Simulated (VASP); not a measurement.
# Ge (C2/c) in VASP: single point with PBE

Aim: the single point of Ge with PBE.

Everything below comes from runs of VASP 6.6.1. Logs are shortened: lines on timing, memory, paths and dates and some standing lists are left out, and cuts for length are marked.

## Step 1: The cell of the first run

The structure is monoclinic, space group C2/c (No. 15). Conventional cell: a = 5.839 Å, b = 6.169 Å, c = 7.465 Å, α = 90.00°, β = 112.51°, γ = 90.00°. Ge (site symmetry 1) has 9 Ge at 2.58 to 3.52 Å within 3.6 Å. Ge (site symmetry -1) has 8 Ge at 2.62 to 3.52 Å within 3.6 Å.

The cell was built from a structure type or drawn by symmetry, and may not be a known phase.

## Step 2: Single point, PBE

Input file INCAR:

```
  PREC = Accurate
  ENCUT = 520
  EDIFF = 1E-6
  ISMEAR = 0
  SIGMA = 0.1
  LREAL = F
  LASPH = T
  NELM = 80
  ALGO = Fast
  ISIF = 2
  LWAVE = F
  LCHARG = F
  GGA = PE
  NBANDS = 51
```

Input file KPOINTS:

```
regular mesh
0
Gamma
  10 10 6
```

Input file POSCAR:

```
Ge
1.0
    2.9195957335     -3.0844040308      0.0126923951
    2.9195957335      3.0844040308      0.0126923951
   -2.8871833058      0.0000000000      6.8837353783
Ge
6
Direct
    0.1065142540      0.3788770808      0.3530126869
    0.6211229192      0.8934857460      0.1469873131
    0.8934857460      0.6211229192      0.6469873131
    0.3788770808      0.1065142540      0.8530126869
    0.0000000000      0.5000000000      0.0000000000
    0.5000000000      0.0000000000      0.5000000000
```

Potentials or basis: VASP PAW PBE potentials, release 64 (Ge_d).

On the command line:

```
$ cat potpaw_PBE.64/Ge_d/POTCAR > POTCAR
$ mpirun -np 1 vasp_std > vasp.out
```

OUTCAR:

```text
PREC = Accurate
   ENCUT = 520
   EDIFF = 1E-6
   ISMEAR = 0
   LREAL = F
   LASPH = T
   NELM = 80
   ISIF = 2
   GGA = PE

 ion  position               nearest neighbor table
   1  0.107  0.379  0.353-   3 2.58   6 2.62   2 2.66   5 2.74   6 2.83
   2  0.621  0.893  0.147-   4 2.58   5 2.62   1 2.66   6 2.74   5 2.83
   3  0.893  0.621  0.647-   1 2.58   6 2.62   4 2.66   5 2.74   6 2.83
   4  0.379  0.107  0.853-   2 2.58   5 2.62   3 2.66   6 2.74   5 2.83
   5  0.000  0.500  0.000-   2 2.62   4 2.62   3 2.74   1 2.74   2 2.83   4 2.83
   6  0.500  0.000  0.500-   1 2.62   3 2.62   2 2.74   4 2.74   3 2.83   1 2.83

  LATTYP: Found a base centered monoclinic cell.
 ALAT       =     5.8392466445
 B/A-ratio  =     1.0564390301
 C/A-ratio  =     1.2783657485
 COS(beta)  =    -0.3827659882

  Lattice vectors:

 A1 = (   2.9195957335,  -3.0844040308,   0.0126923951)
 A2 = (   2.9195957335,   3.0844040308,   0.0126923951)
 A3 = (  -2.8871833058,   0.0000000000,   6.8837353783)

Analysis of symmetry for initial positions (statically):
=====================================================================
 Subroutine PRICEL returns:
 Original cell was already a primitive cell.

 Routine SETGRP: Setting up the symmetry group for a
 base centered monoclinic supercell.

 Subroutine GETGRP returns: Found  4 space group operations
 (whereof  2 operations were pure point group operations)
 out of a pool of  4 trial point group operations.

The static configuration has the point symmetry S_2 .
 The point group associated with its full space group is C_2h.

Analysis of symmetry for dynamics (positions and initial velocities):
=====================================================================
 Subroutine PRICEL returns:
 Original cell was already a primitive cell.

 Routine SETGRP: Setting up the symmetry group for a
 base centered monoclinic supercell.

 Subroutine GETGRP returns: Found  4 space group operations
 (whereof  2 operations were pure point group operations)
 out of a pool of  4 trial point group operations.

The dynamic configuration has the point symmetry S_2 .
 The point group associated with its full space group is C_2h.

 Subroutine INISYM returns: Found  4 space group operations
 (whereof  2 operations are pure point group operations),
 and found     1 'primitive' translations

----------------------------------------------------------------------------------------

[... 103 lines left out ...]
   NSW    =      0    number of steps for IOM
   IBRION =     -1    ionic relax: 0-MD 1-quasi-New 2-CG
   NFREE  =      0    steps in history (QN), initial steepest desc. (CG)
   ISIF   =      2    stress and relaxation
   ISYM   =      2    0-nonsym 1-usesym 2-fastsym
   POTIM  = 0.5000    time-step for ionic-motion
   TEBEG  =    0.0;   TEEND  =   0.0 temperature during run
   PSTRESS=    0.0 pullay stress
   NELECT =      84.0000    total number of electrons
   NUPDOWN=      -1.0000    fix difference up-down
   EMIN   =  10.00;   EMAX   =-10.00  energy-range for DOS
   EFERMI =   0.00;   METHOD = LEGACY
   ISMEAR =     0;   SIGMA  =   0.10  broadening in eV -4-tet -1-fermi 0-gaus
   EFERMI_NEDOS =   21; number of points for ismear=-14 and -15
   IALGO  =     68    algorithm
   IMIX   =      4    mixing-type and parameters
     AMIX     =   0.40;   BMIX     =  1.00
     AMIX_MAG =   1.60;   BMIX_MAG =  1.00
  volume/ion in A,a.u.               =      20.70       139.70
  Fermi-wavevector in a.u.,A,eV,Ry     =   1.436994  2.715524 28.095358  2.064951
  Thomas-Fermi vector in A             =   2.556120
   LORBIT       =      0    0 simple, 1 ext, 2 COOP (PROOUT), +10 PAW based schemes
   GGA     = PE    functional components
   LHFCALC =     F    Hartree Fock is set to
   AEXX    =    0.0000 exact exchange contribution
   IVDW    =     0    specifies the selected vdW correction
   LEPSILON=     F    determine dielectric tensor
   LRPA    =     F    only Hartree local field effects (RPA)
 non-spin polarized calculation
 RMM-DIIS sequential band-by-band and
 Gauss-broadening in eV      SIGMA  =   0.10
  energy-cutoff  :      520.00
  volume of cell :      124.21
 maximum number of plane-waves:      3390
   NGX = 15   NGY = 15   NGZ = 27

 number of electron      83.9999966 magnetization

 Free energy of the ion-electron system (eV)
  ---------------------------------------------------
  ext. energy  EPLUGINS =         0.00000000
  ---------------------------------------------------
  free energy    TOTEN  =       -25.45203630 eV

  energy without entropy =      -25.44068387  energy(sigma->0) =      -25.44636008

 E-fermi :   5.6757     XC(G=0): -10.6888

 val. band max:        5.6722390431   @ k =   0.1000   0.0000   0.3333
 cond. band min:       5.6816406387   @ k =   0.1000   0.1000   0.3333
 fundamental gap:      0.0094015957
 Fermi energy:         5.6756825516

 k-point     1 :       0.0000    0.0000    0.0000
  band No.  band energies     occupation
      1     -19.0958      2.00000
      2     -19.0773      2.00000
      3     -19.0746      2.00000
      4     -19.0552      2.00000
      5     -19.0353      2.00000
      6     -19.0187      2.00000
[... 1285 lines left out ...]
     50      11.3558      0.00000
     51      11.9118      0.00000

 [... further k-points ...]

------------------------ aborting loop because EDIFF is reached ----------------------------------------

  FORCE on cell =-STRESS in cart. coord.  units (eV):
  Direction    XX          YY          ZZ          XY          YZ          ZX
  --------------------------------------------------------------------------------------
  -------------------------------------------------------------------------------------
  Total       -0.0208346     -0.0273948     -0.0246469      0.0000000      0.0000000      0.0010400
  in kB       -0.2687555     -0.3533780     -0.3179312      0.0000000      0.0000000      0.0134149
  external PRESSURE =      -0.3133549 kB  Pullay stress =       0.0000000 kB

 VOLUME and BASIS-vectors are now :
 -----------------------------------------------------------------------------
  energy-cutoff  :      520.00
  volume of cell :      124.21
      direct lattice vectors                 reciprocal lattice vectors
     2.919595734 -3.084404031  0.012692395     0.170944894 -0.162105870  0.071697881
     2.919595734  3.084404031  0.012692395     0.170944894  0.162105870  0.071697881
    -2.887183306  0.000000000  6.883735378    -0.000630385  0.000000000  0.145005569

 POSITION                                       TOTAL-FORCE (eV/Angst)
 -----------------------------------------------------------------------------------
      0.39793      0.84008      2.43621         0.001025      0.000048     -0.000090
      3.99767      0.84008      1.03105        -0.001025      0.000048      0.000090
      2.55407     -0.84008      4.47291        -0.001025     -0.000048      0.000090
     -1.04566     -0.84008      5.87807         0.001025     -0.000048     -0.000090
      1.45980      1.54220      0.00635        -0.000000     -0.000000      0.000000
      0.01621     -1.54220      3.44821         0.000000     -0.000000      0.000000
 -----------------------------------------------------------------------------------
    total drift:                               -0.000000      0.000000      0.000000

  FREE ENERGIE OF THE ION-ELECTRON SYSTEM (eV)
  ---------------------------------------------------
  free  energy   TOTEN  =       -25.4520363018 eV

  energy  without entropy=      -25.4406838674  energy(sigma->0) =      -25.44636008
```

OSZICAR:

```text
N       E                     dE             d eps       ncg     rms          rms(c)
DAV:   1     0.876840366599E+03    0.87684E+03   -0.39697E+04 20496   0.466E+03
DAV:   2     0.141000097139E+03   -0.73584E+03   -0.71650E+03 17544   0.973E+02
DAV:   3    -0.130000605111E+02   -0.15400E+03   -0.15094E+03 18615   0.244E+02
DAV:   4    -0.251703974726E+02   -0.12170E+02   -0.11913E+02 20609   0.734E+01
DAV:   5    -0.255180949470E+02   -0.34770E+00   -0.34639E+00 19839   0.141E+01    0.366E+00
RMM:   6    -0.254732514945E+02    0.44843E-01   -0.11055E-01 21165   0.264E+00    0.212E+00
RMM:   7    -0.254506647891E+02    0.22587E-01   -0.72884E-02 21923   0.200E+00    0.185E-01
RMM:   8    -0.254513285341E+02   -0.66375E-03   -0.15176E-02 22440   0.116E+00    0.112E-01
RMM:   9    -0.254519404679E+02   -0.61193E-03   -0.55270E-03 27357   0.479E-01    0.941E-02
RMM:  10    -0.254520532948E+02   -0.11283E-03   -0.47307E-04 22106   0.159E-01    0.405E-02
RMM:  11    -0.254520270811E+02    0.26214E-04   -0.25598E-04 22386   0.143E-01    0.108E-02
RMM:  12    -0.254520347114E+02   -0.76303E-05   -0.76061E-05 23689   0.499E-02    0.564E-03
RMM:  13    -0.254520360743E+02   -0.13629E-05   -0.11056E-05 19938   0.218E-02    0.912E-04
RMM:  14    -0.254520363018E+02   -0.22748E-06   -0.19932E-06 13344   0.773E-03
   1 F= -.25452036E+02 E0= -.25446360E+02  d E =-.113524E-01
```

stdout:

```text
POSCAR found type information on POSCAR Ge
 POSCAR found :  1 types and       6 ions
 scaLAPACK will be used
 LDA part: xc-table for (Slater+PW92), standard interpolation
 POSCAR, INCAR and KPOINTS ok, starting setup
 FFT: planning ... GRIDC
 FFT: planning ... GRID_SOFT
 FFT: planning ... GRID
 WAVECAR not read
 entering main loop
WARNING in EDDRMM: call to ZHEGV failed, returncode =   8  4     43
WARNING in EDDRMM: call to ZHEGV failed, returncode =   6  3     42
WARNING in EDDRMM: call to ZHEGV failed, returncode =   6  3     42
WARNING in EDDRMM: call to ZHEGV failed, returncode =   6  3     42
WARNING in EDDRMM: call to ZHEGV failed, returncode =   8  4     44
WARNING in EDDRMM: call to ZHEGV failed, returncode =   6  3     43
WARNING in EDDRMM: call to ZHEGV failed, returncode =   6  3     44
```

Wall time 20 min (1 thread of Oxide Virtual Turin-like, shared host); peak memory 0.72 GiB.

What came out:

- Free energy: -25.4520 eV
- Pressure: 0.0 GPa
- Band gap on the k mesh: zero (bands 42 and 43 overlap by 1.10 eV)

Levels at points of the mesh, in eV from the Fermi level:
```tsv
k point	band 39	band 40	band 41	band 42	band 43	band 44	band 45	band 46
(0.00, 0.00, 0.00)	-2.09	-1.46	-1.28	0.64	0.70	1.58	2.10	2.43
(0.50, 0.00, 0.00)	-1.55	-1.07	-1.02	-0.34	0.21	0.49	0.73	1.49
(0.50, 0.50, 0.00)	-3.80	-2.83	-0.77	-0.77	-0.46	0.21	3.04	3.86
(0.00, 0.00, 0.50)	-1.99	-1.99	-1.22	-1.22	0.46	0.46	1.75	1.75
(0.50, 0.00, 0.50)	-1.96	-1.51	-1.11	-0.88	-0.34	0.69	1.29	2.87
(0.50, 0.50, 0.50)	-3.59	-3.59	-2.01	-2.01	0.26	0.26	4.27	4.27
```
